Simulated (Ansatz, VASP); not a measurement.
**Two plane-wave programs on CoO**

The input INCAR:

```
SYSTEM = CoO
PREC = Accurate
ENCUT = 600
EDIFF = 1E-6
ISMEAR = -1
SIGMA = 0.05
LREAL = .False.
LASPH = .True.
NELM = 150
ALGO = Normal
ISIF = 3
LWAVE = .False.
LCHARG = .False.
ISPIN = 2
MAGMOM = 2 0
LORBIT = 11
LMAXMIX = 4
IBRION = 2
NSW = 60
EDIFFG = -0.01
```

Contents of KPOINTS:

```
regular mesh
0
Gamma
  11 11 11
  0 0 0
```

Contents of POSCAR:

```
CoO
1.0
    0.0000000000      2.1315016600      2.1315016600
    2.1315016600      0.0000000000      2.1315016600
    2.1315016600      2.1315016600      0.0000000000
Co O
1 1
Direct
    0.0000000000      0.0000000000      0.0000000000
    0.5000000000      0.5000000000      0.5000000000
```

input.yaml

```yaml
crystal:
  lattice:
    - [0.0, 2.13150166, 2.13150166]
    - [2.13150166, 0.0, 2.13150166]
    - [2.13150166, 2.13150166, 0.0]
  atoms:
    - { symbol: Co, position: [0.0, 0.0, 0.0], spin: 2.0 }
    - { symbol: O, position: [0.5, 0.5, 0.5] }
hamiltonian:
  xc: lda
  pseudopotentials: { kind: paw }
magnetization:
  spin_polarized: true
kpoints:
  mp_grid: { grid: [11, 11, 11] }
scf:
  occupations: { method: fermi_dirac, width: 0.05 }
output:
  forces: true
  stress: true
  eigenvalues: true
relax:
  f_tol: 0.01
  max_steps: 40
  cell: { stress_tol: 0.05 }
```

Alike in both runs: task relaxation of cell and atoms; functional LDA; k mesh 11 × 11 × 11; occupations fermi-dirac, width 0.05 eV; collinear spin.

|  | VASP | Ansatz |
| --- | --- | --- |
| version | VASP 6.6.1 | Ansatz 0.2.0 |
| potentials or method | VASP PAW LDA potentials, release 64 (Co, O) | Ansatz PAW |
| plane-wave cutoff (eV) | 600 | 420 |
| valence electrons in the cell | 15 | 23 |

|  | VASP | Ansatz | Ansatz less VASP |
| --- | --- | --- | --- |
| gap on the k mesh at the Fermi level, each at its own relaxed structure (eV) | none | none | - |
| net moment per atom (μB) | 0.95 | 1.10 | +0.157 |
| size of the moment on the site where the two differ most (μB) | 1.71 | 1.89 | +0.180 |
| relaxed volume (Å³/atom) | 8.36 | 8.48 | +0.121 |
| relaxed cell length with the largest relative difference (Å) | 2.870 | 2.884 | +0.0138 |

The net moments are unlike, so the other rows may belong to different states. LDA's correlation is that of Perdew and Zunger in VASP and of Perdew and Wang (1992) in Ansatz. Site moments also hang on the region over which each program counts them. A gap of «none» marks a metal or a gap that the smearing closes. VASP's potentials hold 15 valence electrons a cell and Ansatz's 23, so a difference there can come from the potentials and not from the codes.

Noted on Ansatz's run: Pulay correction over one GPa; the plane-wave basis is chosen anew once the cell has moved, so the energies of steps on either side of that aren't comparable.
